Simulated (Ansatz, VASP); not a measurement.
# Rb2CoO2 in VASP and in Ansatz

File INCAR:

```
SYSTEM = Rb2CoO2
ALGO = Normal
EDIFF = 1E-6
ENCUT = 520
GGA = PE
ISIF = 2
ISMEAR = 1
LASPH = .True.
LCHARG = .False.
LREAL = .False.
LWAVE = .False.
NBANDS = 28
NELM = 100
PREC = Accurate
SIGMA = 0.01
```

File KPOINTS:

```
k-points
0
Gamma
  5 5 5
  0 0 0
```

Contents of POSCAR:

```
Rb2CoO2
1.0
    0.0000000000      4.2292600000      0.0000000000
    4.2292600000      0.0000000000      0.0000000000
    2.1146300000      2.1146300000     -6.6728100000
Rb O Co
2 2 1
Direct
    0.3451000000      0.3451000000      0.3098000000
    0.6549000000      0.6549000000      0.6902000000
    0.1273000000      0.1273000000      0.7454000000
    0.8727000000      0.8727000000      0.2546000000
    0.0000000000      0.0000000000      0.0000000000
```

Input for Ansatz:

```yaml
crystal:
  lattice:
    - [0.0, 4.22926, 0.0]
    - [4.22926, 0.0, 0.0]
    - [2.11463, 2.11463, -6.67281]
  atoms:
    - { symbol: Rb, position: [0.3451, 0.3451, 0.3098] }
    - { symbol: Rb, position: [0.6549, 0.6549, 0.6902] }
    - { symbol: O, position: [0.1273, 0.1273, 0.7454] }
    - { symbol: O, position: [0.8727, 0.8727, 0.2546] }
    - { symbol: Co, position: [0.0, 0.0, 0.0] }
  symmetry: { tolerance: 0.0003 }
kpoints:
  mp_grid: { grid: [5, 5, 5], shift: [0, 0, 0] }
magnetization:
  spin_polarized: false
scf:
  occupations: { method: cold, width: 0.01 }
  mixing: { algorithm: anderson, beta: 0.1, ndim: 4 }
hamiltonian:
  pseudopotentials: { kind: paw }
  xc: pbe
basis:
  ecutwfc: 420
output:
  forces: true
  stress: true
  eigenvalues: true
  write_density: true
  write_potential: true
  elf: true
  volumetric_format: npy
```

Alike in both runs: task single point; functional PBE; k mesh 5 × 5 × 5; no spin polarisation.

```csv
,VASP,Ansatz
version,VASP 6.6.1,Ansatz 0.2.0
potentials or method,"VASP PAW PBE potentials, release 64 (Rb_sv, O, Co), cutoff 520 eV",PAW plane waves
occupations,"methfessel-paxton of order 1, width 0.01 eV","cold, width 0.01 eV"
valence electrons in the cell,39,47
```

```tsv
	VASP	Ansatz	Ansatz less VASP
gap on the k mesh at the Fermi level (eV)	none	none	-
pressure (GPa)	-1.4	-1.3	+0.05
traceless stress, the component that is largest in VASP (GPa)	-2.58	-2.58	0.000
rms of the force components (eV/Å)	0.287	0.285	-0.0028
```

Atom by atom the forces differ by 0.003 eV/Å (rms over components). A gap of «none» marks a metal or a gap that the smearing closes. VASP's potentials hold 39 valence electrons a cell and Ansatz's 47, so a difference there can come from the potentials and not from the codes.
